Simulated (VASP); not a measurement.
# C in VASP: a series of runs

C is run at these levels: PBE; tasks: single point.

All numbers are computed with VASP 6.6.1; they aren't measurements. Logs are shortened: lines on timing, memory, paths and dates and some standing lists are left out, and cuts for length are marked.

### 1 The cell of the first run

The cell holds a sheet with vacuum, 2 atoms: a = 2.466 Å, b = 2.466 Å, c = 23.907 Å, α = 90.00°, β = 90.00°, γ = 120.00°.

The cell was generated, and may not be a known phase.

### 2 Single point, PBE

Contents of INCAR:

```
  PREC = Accurate
  ENCUT = 520
  EDIFF = 1E-7
  ISMEAR = 0
  SIGMA = 0.1
  LREAL = False
  LASPH = True
  NELM = 100
  ALGO = Normal
  ISIF = 2
  LWAVE = False
  LCHARG = False
  LDIPOL = True
  IDIPOL = 3
  DIPOL = 0.5 0.5 0.314
  GGA = PE
  NBANDS = 11
```

Contents of KPOINTS:

```
regular mesh
0
Gamma
  24 24 1
```

Contents of POSCAR:

```
C
1.0
    2.4664109972     -0.0000002899      0.0000000000
   -1.2332052476      2.1359747247      0.0000000000
    0.0000000000      0.0000000000     23.9071048000
C
2
Direct
    0.3333333333      0.6666666667      0.3137149815
    0.6666666667      0.3333333333      0.3137135643
```

Potentials or basis: VASP PAW PBE potentials, release 64 (C).

Launch:

```sh
$ cat potpaw_PBE.64/C/POTCAR > POTCAR
$ mpirun -np 1 vasp_std > vasp.out
```

OUTCAR:

```text
PREC = Accurate
   ENCUT = 520
   EDIFF = 1E-7
   ISMEAR = 0
   LREAL = False
   LASPH = True
   NELM = 100
   ISIF = 2
   GGA = PE

 ion  position               nearest neighbor table
   1  0.333  0.667  0.314-   2 1.42   2 1.42   2 1.42
   2  0.667  0.333  0.314-   1 1.42   1 1.42   1 1.42

  LATTYP: Found a hexagonal cell.
 ALAT       =     2.4664109972
 C/A-ratio  =     9.6930741986

  Lattice vectors:

 A1 = (   2.4664109972,  -0.0000002899,   0.0000000000)
 A2 = (  -1.2332052476,   2.1359747247,   0.0000000000)
 A3 = (   0.0000000000,   0.0000000000,  23.9071048000)

Analysis of symmetry for initial positions (statically):
=====================================================================
 Subroutine PRICEL returns:
 Original cell was already a primitive cell.

 Routine SETGRP: Setting up the symmetry group for a
 hexagonal supercell.

 Subroutine GETGRP returns: Found 24 space group operations
 (whereof 12 operations were pure point group operations)
 out of a pool of 24 trial point group operations.

The static configuration has the point symmetry C_6v.
 The point group associated with its full space group is D_6h.

Analysis of symmetry for dynamics (positions and initial velocities):
=====================================================================
 Subroutine PRICEL returns:
 Original cell was already a primitive cell.

 Routine SETGRP: Setting up the symmetry group for a
 hexagonal supercell.

 Subroutine GETGRP returns: Found 24 space group operations
 (whereof 12 operations were pure point group operations)
 out of a pool of 24 trial point group operations.

The dynamic configuration has the point symmetry C_6v.
 The point group associated with its full space group is D_6h.

 Subroutine INISYM returns: Found 24 space group operations
 (whereof 12 operations are pure point group operations),
 and found     1 'primitive' translations

----------------------------------------------------------------------------------------

                                     Primitive cell

  volume of cell :     125.9472

  direct lattice vectors                    reciprocal lattice vectors
     2.466410997 -0.000000290  0.000000000     0.405447457  0.234085135  0.000000000
    -1.233205248  2.135974725  0.000000000     0.000000055  0.468170366  0.000000000
     0.000000000  0.000000000 23.907104800     0.000000000  0.000000000  0.041828570

  length of vectors
     2.466410997  2.466410997 23.907104800     0.468170366  0.468170366  0.041828570

  position of ions in fractional coordinates (direct lattice)
     0.333333333  0.666666667  0.313714981
     0.666666667  0.333333333  0.313713564

  ion indices of the primitive-cell ions
   primitive index   ion index
                 1           1
                 2           2

----------------------------------------------------------------------------------------

 KPOINTS: regular mesh

Automatic generation of k-mesh.
 Grid dimensions read from file:
 generate k-points for:   24   24    1

 Generating k-lattice:

  Cartesian coordinates                     Fractional coordinates (reciprocal lattice)
     0.016893644  0.009753547  0.000000000     0.041666667 -0.000000000  0.000000000
     0.000000002  0.019507099  0.000000000     0.000000000  0.041666667  0.000000000
     0.000000000  0.000000000  0.041828570     0.000000000  0.000000000  1.000000000

  Length of vectors
     0.019507099  0.019507099  0.041828570

  Shift w.r.t. Gamma in fractional coordinates (k-lattice)
     0.000000000  0.000000000  0.000000000

 Subroutine IBZKPT returns following result:
 ===========================================

 Found     61 irreducible k-points:

 Following reciprocal coordinates:
            Coordinates               Weight
  0.000000  0.000000  0.000000      1.000000
  0.041667 -0.000000  0.000000      6.000000
  0.083333 -0.000000  0.000000      6.000000
  0.125000 -0.000000  0.000000      6.000000
  0.166667  0.000000  0.000000      6.000000
  0.208333  0.000000  0.000000      6.000000
[... 16 lines left out ...]
  0.416667  0.041667  0.000000     12.000000
  0.458333  0.041667  0.000000     12.000000
 [... further k-points ...]
   k-points           NKPTS =     61   k-points in BZ     NKDIM =     61   number of bands    NBANDS=     11
   number of dos      NEDOS =    301   number of ions     NIONS =      2
   total plane-waves  NPLWV =  58320
   dimension x,y,z NGX =    18 NGY =   18 NGZ =  180
   dimension x,y,z NGXF=    36 NGYF=   36 NGZF=  360
   ions per type =               2
   NGX,Y,Z   is equivalent  to a cutoff of  12.13, 12.13, 12.52 a.u.
   NGXF,Y,Z  is equivalent  to a cutoff of  24.27, 24.27, 25.03 a.u.
 SYSTEM =  unknown system
   PREC   = accura    normal or accurate (medium, high low for compatibility)
   ISTART =      0    job   : 0-new  1-cont  2-samecut
   ICHARG =      2    charge: 1-file 2-atom 10-const
   ISPIN  =      1    spin polarized calculation?
   LNONCOLLINEAR =      F non collinear calculations
   LSORBIT =      F    spin-orbit coupling
   LASPH  =      T    aspherical Exc in radial PAW
   ENCUT  =  520.0 eV  38.22 Ry    6.18 a.u.   4.59  4.59 44.45*2*pi/ulx,y,z
   NELM   =    100;   NELMIN=  2; NELMDL= -5     # of ELM steps
   EDIFF  = 0.1E-06   stopping-criterion for ELM
   LREAL  =      F    real-space projection
   EDIFFG = 0.1E-05   stopping-criterion for IOM
   NSW    =      0    number of steps for IOM
   IBRION =     -1    ionic relax: 0-MD 1-quasi-New 2-CG
   NFREE  =      0    steps in history (QN), initial steepest desc. (CG)
   ISIF   =      2    stress and relaxation
   ISYM   =      2    0-nonsym 1-usesym 2-fastsym
   POTIM  = 0.5000    time-step for ionic-motion
   TEBEG  =    0.0;   TEEND  =   0.0 temperature during run
   PSTRESS=    0.0 pullay stress
   NELECT =       8.0000    total number of electrons
   NUPDOWN=      -1.0000    fix difference up-down
   EMIN   =  10.00;   EMAX   =-10.00  energy-range for DOS
   EFERMI =   0.00;   METHOD = LEGACY
   ISMEAR =     0;   SIGMA  =   0.10  broadening in eV -4-tet -1-fermi 0-gaus
   EFERMI_NEDOS =   21; number of points for ismear=-14 and -15
   IALGO  =     38    algorithm
   IMIX   =      4    mixing-type and parameters
     AMIX     =   0.40;   BMIX     =  1.00
     AMIX_MAG =   1.60;   BMIX_MAG =  1.00
  volume/ion in A,a.u.               =      62.97       424.97
  Fermi-wavevector in a.u.,A,eV,Ry     =   0.653194  1.234357  5.805089  0.426662
  Thomas-Fermi vector in A             =   1.723356
   LORBIT       =      0    0 simple, 1 ext, 2 COOP (PROOUT), +10 PAW based schemes
   GGA     = PE    functional components
   LHFCALC =     F    Hartree Fock is set to
   AEXX    =    0.0000 exact exchange contribution
   IVDW    =     0    specifies the selected vdW correction
   LEPSILON=     F    determine dielectric tensor
   LRPA    =     F    only Hartree local field effects (RPA)
 non-spin polarized calculation
 Gauss-broadening in eV      SIGMA  =   0.10
  energy-cutoff  :      520.00
  volume of cell :      125.95
 maximum number of plane-waves:      3436
   NGX =  9   NGY =  9   NGZ = 89

 dipolmoment           0.000000      0.000000      0.000000 electrons x Angstroem

 number of electron       7.9999997 magnetization

 dipolmoment           0.000000      0.000000     -0.000066 electrons x Angstroem

 Free energy of the ion-electron system (eV)
  ---------------------------------------------------
  ext. energy  EPLUGINS =         0.00000000
  ---------------------------------------------------
  free energy    TOTEN  =       -18.45139727 eV

  energy without entropy =      -18.45100547  energy(sigma->0) =      -18.45120137

 E-fermi :  -2.9900     XC(G=0):  -1.8135

 val. band max:       -2.9899826800   @ k =   0.3333   0.3333   0.0000
 cond. band min:      -2.9899825995   @ k =   0.3333   0.3333   0.0000
 fundamental gap:      0.0000000805
 Fermi energy:        -2.9899826387

 k-point     1 :       0.0000    0.0000    0.0000
  band No.  band energies     occupation
      1     -22.5084      2.00000
      2     -10.6037      2.00000
      3      -6.0364      2.00000
      4      -6.0363      2.00000
      5       0.2744      0.00000
      6       1.0529      0.00000
      7       1.3455      0.00000
      8       1.9216      0.00000
      9       2.2607      0.00000
     10       3.3561      0.00000
     11       3.8157      0.00000

 k-point     2 :       0.0417   -0.0000    0.0000
  band No.  band energies     occupation
      1     -22.4674      2.00000
      2     -10.5547      2.00000
      3      -6.2055      2.00000
      4      -6.1255      2.00000
      5       0.3301      0.00000
      6       1.1094      0.00000
      7       1.4026      0.00000
      8       1.9784      0.00000
      9       2.3175      0.00000
     10       3.4126      0.00000
     11       3.8717      0.00000

 k-point     3 :       0.0833   -0.0000    0.0000
  band No.  band energies     occupation
      1     -22.3444      2.00000
      2     -10.4080      2.00000
      3      -6.6872      2.00000
      4      -6.3745      2.00000
      5       0.4970      0.00000
      6       1.2787      0.00000
      7       1.5741      0.00000
      8       2.1488      0.00000
      9       2.4877      0.00000
     10       3.5819      0.00000
     11       4.0399      0.00000
[... 267 lines left out ...]
 k-point    23 :       0.4167    0.0417    0.0000
  band No.  band energies     occupation
      1     -18.1222      2.00000
      2     -15.1854      2.00000
      3      -9.4567      2.00000
      4      -5.8347      2.00000
      5      -0.6577      0.00000
      6       4.6021      0.00000
      7       6.4204      0.00000
      8       7.2661      0.00000
      9       7.6888      0.00000
     10       8.2019      0.00000
     11       8.5571      0.00000

 k-point    24 :       0.4583    0.0417    0.0000
  band No.  band energies     occupation
      1     -17.4086      2.00000
      2     -16.0196      2.00000
      3      -9.5383      2.00000
      4      -5.3785      2.00000
      5      -1.2389      0.00000
      6       4.5618      0.00000
      7       7.6040      0.00000
      8       8.4519      0.00000
      9       8.8820      0.00000
     10       8.9477      0.00000
     11       9.4107      0.00000

 [... further k-points ...]

------------------------ aborting loop because EDIFF is reached ----------------------------------------

 vacuum level on the upper side and lower side of the slab       (xc-potential included)        -0.011        -0.008

  FORCE on cell =-STRESS in cart. coord.  units (eV):
  Direction    XX          YY          ZZ          XY          YZ          ZX
  --------------------------------------------------------------------------------------
  -------------------------------------------------------------------------------------
  Total        0.0808735      0.0808735     -0.0105160     -0.0000000     -0.0000000     -0.0000000
  in kB        1.0287937      1.0287937     -0.1337742     -0.0000000     -0.0000000     -0.0000000
  external PRESSURE =       0.6412711 kB  Pullay stress =       0.0000000 kB

 VOLUME and BASIS-vectors are now :
 -----------------------------------------------------------------------------
  energy-cutoff  :      520.00
  volume of cell :      125.95
      direct lattice vectors                 reciprocal lattice vectors
     2.466410997 -0.000000290  0.000000000     0.405447457  0.234085135  0.000000000
    -1.233205248  2.135974725  0.000000000     0.000000055  0.468170366  0.000000000
     0.000000000  0.000000000 23.907104800     0.000000000  0.000000000  0.041828570

 POSITION                                       TOTAL-FORCE (eV/Angst)
 -----------------------------------------------------------------------------------
      0.00000      1.42398      7.50002         0.000000      0.000000     -0.000000
      1.23321      0.71199      7.49998        -0.000000     -0.000000      0.000000
 -----------------------------------------------------------------------------------
    total drift:                                0.000000      0.000000     -0.015109

  FREE ENERGIE OF THE ION-ELECTRON SYSTEM (eV)
  ---------------------------------------------------
  free  energy   TOTEN  =       -18.4513972663 eV

  energy  without entropy=      -18.4510054680  energy(sigma->0) =      -18.45120137

 vacuum level on the upper side and lower side of the slab         1.242         1.244
```

Run time: 53 s. Hardware: 1 thread of Intel Xeon 6975P-C (Granite Rapids), shared host; peak memory 0.25 GiB.

Results:

| Property | Result |
| --- | --- |
| Free energy | -18.4514 eV |
| Band gap on the k mesh | zero (filled and empty bands touch) |

Levels at points of the mesh, in eV from the Fermi level:
```
           k point  band 2  band 3  band 4  band 5  band 6  band 7
(0.00, 0.00, 0.00)   -7.61   -3.05   -3.05    3.26    4.04    4.34
(0.50, 0.00, 0.00)  -13.24   -6.42   -2.36    1.68    7.36   11.11
```

### 3 Single point, PBE, collinear spin

Contents of INCAR:

```
PREC = Accurate
ENCUT = 520
EDIFF = 1E-6
ISMEAR = 0
SIGMA = 0.1
LREAL = F
LASPH = T
NELM = 150
ALGO = Normal
ISIF = 2
LWAVE = F
LCHARG = F
ISPIN = 2
MAGMOM = 1 1
LORBIT = 11
LDIPOL = T
IDIPOL = 3
DIPOL = 0.5 0.5 0.314
GGA = PE
NBANDS = 15
```

Contents of KPOINTS:

```
regular mesh
0
Gamma
  12 12 1
```

POSCAR is that of step 2.

Potentials or basis: VASP PAW PBE potentials, release 64 (C).

Launch:

```sh
$ cat potpaw_PBE.64/C/POTCAR > POTCAR
$ mpirun -np 1 vasp_std > vasp.out
```

Run time: 67 s. Hardware: 1 thread of Intel Xeon 6975P-C (Granite Rapids), shared host; peak memory 0.28 GiB.

The run converged. Its results:

| Property | Result |
| --- | --- |
| Free energy | -18.4461 eV |
| Band gap on the k mesh | zero (filled and empty bands touch) |
| Net moment | 0.00 μB per cell |
| Valence electrons inside the program's atomic spheres | C 2.65 |

Levels at points of the mesh, in eV from the Fermi level:
Spin up:
```
           k point  band 1  band 2  band 3  band 4  band 5  band 6  band 7  band 8
(0.00, 0.00, 0.00)  -19.52   -7.61   -3.05   -3.05    3.27    4.04    4.31    4.91
(0.50, 0.00, 0.00)  -14.28  -13.24   -6.42   -2.36    1.68    7.36   11.11   11.27
```
Spin down:
```csv
k point,band 1,band 2,band 3,band 4,band 5,band 6,band 7,band 8,band 9
"(0.00, 0.00, 0.00)",-19.52,-7.61,-3.05,-3.05,3.27,4.05,4.30,4.91,5.21
"(0.50, 0.00, 0.00)",-14.28,-13.24,-6.42,-2.36,1.68,7.36,11.11,11.27,11.96
```

### 4 Single point, PBE

This run uses another cell than the first one: it holds 4 atoms, not 2.

Contents of INCAR:

```
SYSTEM = C
ALGO     = Normal         ! electronic algorithm
DIPOL    = 0.5 0.5 0.314
EDIFF    = 1E-7           ! SCF threshold, eV
ENCUT    = 520            ! plane-wave cutoff, eV
GGA      = PE             ! functional
IDIPOL   = 3            
ISIF     = 2              ! what is computed and relaxed
ISMEAR   = 0              ! smearing method
LASPH    = .TRUE.         ! aspherical terms in the spheres
LCHARG   = .TRUE.         ! write CHGCAR
LDIPOL   = .TRUE.       
LELF     = .TRUE.         ! ELF
LREAL    = .FALSE.        ! projectors in reciprocal space
LVACPOTAV= .TRUE.       
LVHAR    = .TRUE.       
LWAVE    = .FALSE.        ! write WAVECAR
NBANDS   = 16             ! bands
NELM     = 100            ! most SCF steps
PREC     = Accurate       ! precision mode
SIGMA    = 0.2            ! smearing width, eV
```

Contents of KPOINTS:

```
k-points
0
G
  10 10 1
  0 0 0
```

Contents of POSCAR:

```
C
1.0
    4.9328219944     -0.0000005797      0.0000000000
   -1.2332052476      2.1359747247      0.0000000000
    0.0000000000      0.0000000000     23.9071048000
C
4
Direct
    0.1666666667      0.6666666667      0.3137142729
    0.6666666667      0.6666666667      0.3137142729
    0.3333333333      0.3333333333      0.3137142729
    0.8333333333      0.3333333333      0.3137142729
```

Launch:

```sh
$ cat potpaw_PBE.64/C/POTCAR > POTCAR
$ mpirun -np 1 vasp_std > vasp.out
```

Run time: 1.8 min. Hardware: 1 thread of Intel Xeon 6975P-C (Granite Rapids), shared host; peak memory 0.39 GiB.

The run converged. Its results:

```yaml
Free_energy: -36.9071 eV
Largest_force: 0.055 eV/Å
Ionisation_potential_of_the_upper_face: 4.69 eV
```

Forces in eV/Å, atoms in the order of the input:
```
C    0.048  0.028  0.000
C    0.048  0.028  0.000
C   -0.048 -0.028  0.000
C   -0.048 -0.028  0.000
```

### 5 The runs side by side

```tsv
spin	cell	k mesh	smearing	gap on the mesh (eV)
off	a = 2.466, b = 2.466, c = 23.907 Å, angles 90.0, 90.0, 120.0°, 2 atoms, atomic positions A	24 × 24 × 1	gaussian 0.1 eV	none
collinear	a = 2.466, b = 2.466, c = 23.907 Å, angles 90.0, 90.0, 120.0°, 2 atoms, atomic positions A	12 × 12 × 1	gaussian 0.1 eV	none
off	a = 4.933, b = 2.466, c = 23.907 Å, angles 90.0, 90.0, 120.0°, 4 atoms, atomic positions B	10 × 10 × 1	gaussian 0.2 eV	-
```

Alike in all rows: task single point; level PBE; potentials or basis VASP PAW PBE potentials, release 64 (C); cutoff (eV) 520.

Total energies depend on the potentials used, so only differences within one code and one set of settings carry meaning.
